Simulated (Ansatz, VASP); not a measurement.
**One calculation of Fe, two programs**

```
Fe
1.0
    -1.41631    1.41631    1.41631
     1.41631   -1.41631    1.41631
     1.41631    1.41631   -1.41631
Fe
1
Direct
  0.00000 0.00000 0.00000
```

Alike in both runs: task single point; functional PBE; k mesh 15 × 15 × 15; occupations gaussian, width 1 eV; collinear spin.

```csv
,VASP,Ansatz
version,VASP 6.6.1,Ansatz 0.2.0
potentials or method,"VASP PAW PBE potentials, release 64 (Fe), cutoff 520 eV","plane waves (420 eV) with PAW, scalar-relativistic"
valence electrons in the cell,8,16
```

Ansatz gave:

```
pressure (GPa)                                                : -0.3
net moment per atom (μB)                                      : 1.83
size of the moment on the site where the two differ most (μB) : 1.86
```

Task: Estimate VASP's values.

Result: Pressure (GPa): -0.4; net moment per atom (μB): 1.84; size of the moment on the site where the two differ most (μB): 1.84.

Site moments also hang on the region over which each program counts them. With one functional, cell and mesh, what is left measures potentials, basis and numerics. VASP's potentials hold 8 valence electrons a cell and Ansatz's 16, so a difference there can come from the potentials and not from the codes.
